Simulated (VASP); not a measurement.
The system is Sb.

```xyz
2
Lattice="2.1789 1.2580 3.7933 -2.1789 1.2580 3.7933 0.0000 -2.5160 3.7933" Properties=species:S:1:pos:R:3 pbc="T T T"
Sb    0.0000    0.0000    2.6588
Sb    0.0000    0.0000    8.7210
```

This cell differs from its parent crystal: functional pbesol, volume scaled by 1.04.

Base run:

```yaml
Program: VASP 6.6.1
Functional: PBEsol
Potentials_or_basis: VASP PAW PBE potentials, release 64 (Sb)
Cutoff: 520 eV
k_mesh: 9 × 9 × 9
Occupations: fermi-dirac, width 0.05 eV
Spin: no spin polarisation
```

Its results: band gap on the k mesh 0.14 eV, indirect (least direct gap 0.49 eV); pressure -1.6 GPa.

Q: The run is repeated on the same cell with these changes: functional from PBEsol to PBE; further incar settings from ALGO = Normal; EDIFF = 1e-08; NBANDS = 12 to ALGO = Normal; EDIFF = 1e-06; NBANDS = 12. What comes out?

A: Band gap on the k mesh 0.14 eV, indirect (least direct gap 0.49 eV); pressure 0.9 GPa.

Caveats: spin-orbit coupling is left out, which moves the levels of the heavy elements; the PAW data sets were made with another functional, which shifts forces and pressure a little (some runs).

A k mesh can miss the band edges.
